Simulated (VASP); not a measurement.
Wanted: the native input for a VASP 6.6.1 run.

```
Task                   : single point
Functional             : PBE
Potentials or basis    : VASP PAW PBE potentials, release 64 (Li_sv, Ta_sv_GW, O)
Cutoff                 : 880 eV
k mesh                 : 6 × 6 × 4
Occupations            : gaussian, width 0.1 eV
Spin                   : no spin polarisation
Dipole correction      : no
Further INCAR settings : ALGO = Normal; EDIFF = 1e-06; NBANDS = 22
```

The structure of LiTaO2 lies in POSCAR:

```
LiTaO2
1.0
    3.6936345969      0.0000000000      0.0000000000
   -1.8468172985      3.1987813932      0.0000000000
    0.0000000000      0.0000000000      5.7103624863
Li Ta O
1 1 2
Direct
    0.0000000000      0.0000000000      0.5000000000
    0.0000000000      0.0000000000      0.0000000000
    0.3333333333      0.6666666667      0.0000000000
    0.6666666667      0.3333333333      0.0000000000
```

The cell was generated, and may not be a known phase.

These files were run (other wordings do the same):

INCAR

```
  PREC = Accurate
  ENCUT = 880
  EDIFF = 1E-6
  ISMEAR = 0
  SIGMA = 0.1
  LREAL = False
  LASPH = True
  NELM = 120
  ALGO = Normal
  ISIF = 2
  LWAVE = False
  LCHARG = False
  GGA = PE
  NBANDS = 22
  GGA_COMPAT = False
```

KPOINTS

```
Automatic mesh
0
Gamma
  6 6 4
```

Potentials or basis: VASP PAW PBE potentials, release 64 (Li_sv, Ta_sv_GW, O).

The run is started by

```sh
$ cat potpaw_PBE.64/Li_sv/POTCAR potpaw_PBE.64/Ta_sv_GW/POTCAR potpaw_PBE.64/O/POTCAR > POTCAR
$ mpirun -np 1 vasp_std > vasp.out
```

It gave:

```
Pressure               : 0.0 GPa
Band gap on the k mesh : zero (bands 14 and 15 overlap by 0.10 eV)
```

Caveat: spin-orbit coupling is left out, which moves the levels of the heavy elements.

Run time: 56 s on 1 thread of Intel(R) Xeon(R) 6975P-C (Granite Rapids), with other jobs on the host, peak memory 0.29 GiB.
